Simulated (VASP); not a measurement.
# CsH (Immm) in VASP: a series of runs, part 2 of 2

VASP 6.6.1. The steps go on from the part before.

## 4. Single point, LDA (strain +0.0750 x Voigt [0, 0, 0, 0, 0, 1])

Contents of INCAR:

```
SYSTEM = CsH
ALGO     = Normal         ! electronic algorithm
EDIFF    = 1E-6           ! SCF threshold, eV
ENCUT    = 520            ! plane-wave cutoff, eV
ISIF     = 2              ! what is computed and relaxed
ISMEAR   = 0              ! smearing method
LASPH    = .TRUE.         ! aspherical terms in the spheres
LCHARG   = .FALSE.        ! write CHGCAR
LREAL    = .FALSE.        ! projectors in reciprocal space
LWAVE    = .FALSE.        ! write WAVECAR
NBANDS   = 12             ! bands
NELM     = 80             ! most SCF steps
PREC     = Accurate       ! precision mode
SIGMA    = 0.05           ! smearing width, eV
```

Contents of KPOINTS:

```
k-points
0
G
  8 8 8
  0 0 0
```

Contents of POSCAR:

```
CsH
1.0
    0.1195500000      3.1880000000      3.1880000000
    3.1880000000      0.1195500000      3.1880000000
    3.3075500000      3.3075500000      0.0000000000
Cs H
1 1
Direct
    0.0000000000      0.0000000000      0.0000000000
    0.5000000000      0.5000000000      0.5000000000
```

Potentials or basis: VASP PAW LDA potentials, release 64 (Cs_sv, H).

Launch:

```sh
$ cat potpaw_LDA.64/Cs_sv/POTCAR potpaw_LDA.64/H/POTCAR > POTCAR
$ mpirun -np 1 vasp_std > vasp.out
```

OUTCAR:

```text
SYSTEM = CsH
   EDIFF = 1E-6
   ENCUT = 520
   ISIF = 2
   ISMEAR = 0
   LASPH = .TRUE.
   LREAL = .FALSE.
   NELM = 80
   PREC = Accurate

 ion  position               nearest neighbor table
   1  0.000  0.000  0.000-
   2  0.500  0.500  0.500-

  LATTYP: Found a body centered orthorhombic cell.
 ALAT       =     4.3394436055
 B/A-ratio  =     1.0779220779
 C/A-ratio  =     1.4693127921

  Lattice vectors:

 A1 = (   3.1880000000,   0.1195500000,  -3.1880000000)
 A2 = (  -3.1880000000,  -0.1195500000,  -3.1880000000)
 A3 = (   0.1195500000,   3.1880000000,   3.1880000000)

Analysis of symmetry for initial positions (statically):
=====================================================================
 Subroutine PRICEL returns:
 Original cell was already a primitive cell.

 Routine SETGRP: Setting up the symmetry group for a
 body centered orthorhombic supercell.

 Subroutine GETGRP returns: Found  8 space group operations
 (whereof  8 operations were pure point group operations)
 out of a pool of  8 trial point group operations.

[... 174 lines left out ...]
      3      -7.8713      2.00000
      4      -7.8332      2.00000
      5      -1.8333      2.00000
      6       4.6853      0.00000
      7       4.8753      0.00000
      8       5.3817      0.00000
      9       5.8152      0.00000
     10       6.8700      0.00000
     11       6.8715      0.00000
     12       8.5283      0.00000
[... 331 lines left out ...]
 k-point    24 :       0.2500    0.0000    0.1250
  band No.  band energies     occupation
      1     -21.3797      2.00000
      2      -8.2772      2.00000
      3      -7.9648      2.00000
      4      -7.9380      2.00000
      5      -1.0848      2.00000
      6       3.8799      0.00000
      7       4.3054      0.00000
      8       5.4486      0.00000
      9       5.7412      0.00000
     10       6.2831      0.00000
     11       7.0278      0.00000
     12      10.3481      0.00000

 [... further k-points ...]

------------------------ aborting loop because EDIFF is reached ----------------------------------------

  FORCE on cell =-STRESS in cart. coord.  units (eV):
  Direction    XX          YY          ZZ          XY          YZ          ZX
  --------------------------------------------------------------------------------------
  -------------------------------------------------------------------------------------
  Total       -0.5009333     -0.5009333     -0.5127365     -0.1670820     -0.0000000     -0.0000000
  in kB      -12.4027136    -12.4027136    -12.6949511     -4.1368177     -0.0000000     -0.0000000
  external PRESSURE =     -12.5001261 kB  Pullay stress =       0.0000000 kB

 VOLUME and BASIS-vectors are now :
 -----------------------------------------------------------------------------
  energy-cutoff  :      520.00
  volume of cell :       64.71
      direct lattice vectors                 reciprocal lattice vectors
     0.119550000  3.188000000  3.188000000    -0.162948720  0.162948720  0.156838143
     3.188000000  0.119550000  3.188000000     0.162948720 -0.162948720  0.156838143
     3.307550000  3.307550000  0.000000000     0.151169294  0.151169294 -0.156838143

 POSITION                                       TOTAL-FORCE (eV/Angst)
 -----------------------------------------------------------------------------------
      0.00000      0.00000      0.00000         0.000000     -0.000000      0.000000
      3.30755      3.30755      3.18800        -0.000000      0.000000     -0.000000
 -----------------------------------------------------------------------------------
    total drift:                               -0.000000      0.000000      0.000000

  FREE ENERGIE OF THE ION-ELECTRON SYSTEM (eV)
  ---------------------------------------------------
  free  energy   TOTEN  =        -4.8862224744 eV

  energy  without entropy=       -4.8862224744  energy(sigma->0) =       -4.88622247
```

stdout:

```text
POSCAR found type information on POSCAR CsH
 POSCAR found :  2 types and       2 ions
 scaLAPACK will be used
 LDA part: xc-table for (Slater(with rela. corr.)+CA(PZ))
 , standard interpolation
 POSCAR, INCAR and KPOINTS ok, starting setup
 FFT: planning ... GRIDC
 FFT: planning ... GRID_SOFT
 FFT: planning ... GRID
 WAVECAR not read
 entering main loop
```

Wall time 72 s (1 thread of Intel Xeon 8259CL, shared host); peak memory 0.22 GiB.

What came out:

```
Free energy            : -4.8862 eV
Pressure               : -1.3 GPa
Band gap on the k mesh : 1.89 eV (least direct gap 1.93 eV)
```

Caveat: the cell differs from its parent crystal (strain +0.0750 x Voigt [0, 0, 0, 0, 0, 1]); spin-orbit coupling is left out, which moves the levels of the heavy elements. A k mesh can miss the band edges.

## 5. Single point, LDA (strain +0.0625 x Voigt [0, 0, 0, 0, 0, 1])

Contents of INCAR:

```
PREC     = Accurate       # precision mode
ENCUT    = 520            # plane-wave cutoff, eV
EDIFF    = 1E-6           # SCF threshold, eV
ISMEAR   = 0              # smearing method
SIGMA    = 0.05           # smearing width, eV
LREAL    = F              # projectors in reciprocal space
LASPH    = T              # aspherical terms in the spheres
NELM     = 80             # most SCF steps
ALGO     = Normal         # electronic algorithm
ISIF     = 2              # what is computed and relaxed
LWAVE    = F              # write WAVECAR
LCHARG   = F              # write CHGCAR
GGA      = CA             # functional
NBANDS   = 12             # bands
```

Contents of KPOINTS:

```
regular mesh
0
Gamma
  8 8 8
```

Contents of POSCAR:

```
CsH
1.0
    0.0996250000      3.1880000000      3.1880000000
    3.1880000000      0.0996250000      3.1880000000
    3.2876250000      3.2876250000      0.0000000000
Cs H
1 1
Direct
    0.0000000000      0.0000000000      0.0000000000
    0.5000000000      0.5000000000      0.5000000000
```

Launch:

```sh
$ cat potpaw_LDA.64/Cs_sv/POTCAR potpaw_LDA.64/H/POTCAR > POTCAR
$ mpirun -np 1 vasp_std > vasp.out
```

Wall time 89 s (1 thread of Intel Xeon 8259CL, shared host); peak memory 0.22 GiB.

It converged, with:

```yaml
Free_energy: -4.8879 eV
Pressure: -1.2 GPa
Band_gap_on_the_k_mesh: 1.90 eV (least direct gap 1.93 eV)
```

Stress tensor (GPa, compression positive):
```
-1.24 -0.34  0.00
-0.34 -1.24  0.00
 0.00  0.00 -1.26
```

Levels at points of the mesh, in eV from the valence-band top:
```tsv
k point	band 1	band 2	band 3	band 4	band 5	band 6	band 7	band 8	band 9	band 10
(0.00, 0.00, 0.00)	-21.48	-7.94	-7.92	-7.90	-1.89	4.68	4.86	5.26	5.73	6.80
(0.50, 0.00, 0.00)	-21.39	-8.83	-8.05	-8.03	0.00	1.93	4.25	4.64	6.99	8.05
(0.50, 0.50, 0.00)	-21.37	-8.67	-8.25	-8.15	-1.24	2.83	5.29	7.77	7.85	8.27
(0.00, 0.00, 0.50)	-21.41	-8.77	-8.00	-7.99	-0.04	1.90	4.41	4.83	6.99	7.84
(0.50, 0.00, 0.50)	-21.37	-8.69	-8.20	-8.20	-1.23	2.83	5.29	7.75	8.06	8.08
```

Caveat: the cell differs from its parent crystal (strain +0.0625 x Voigt [0, 0, 0, 0, 0, 1]); spin-orbit coupling is left out, which moves the levels of the heavy elements. A k mesh can miss the band edges.

## 6. The runs side by side

```tsv
cell	gap on the mesh (eV)	pressure (GPa)
a = 4.511, b = 4.511, c = 4.283 Å, angles 61.7, 61.7, 63.3°, 2 atoms	1.87	-1.3
a = 4.511, b = 4.511, c = 4.706 Å, angles 58.6, 58.6, 57.1°, 2 atoms	1.88	-1.3
a = 4.510, b = 4.510, c = 4.678 Å, angles 58.8, 58.8, 57.5°, 2 atoms	1.89	-1.3
a = 4.510, b = 4.510, c = 4.649 Å, angles 59.0, 59.0, 57.9°, 2 atoms	1.90	-1.2
```

Alike in all rows: task single point; level LDA; potentials or basis VASP PAW LDA potentials, release 64 (Cs_sv, H); no spin polarisation; k mesh 8 × 8 × 8; cutoff (eV) 520; smearing gaussian 0.05 eV.

Caveats: spin-orbit coupling is left out, which moves the levels of the heavy elements.

Total energies depend on the potentials used, so only differences within one code and one set of settings carry meaning.
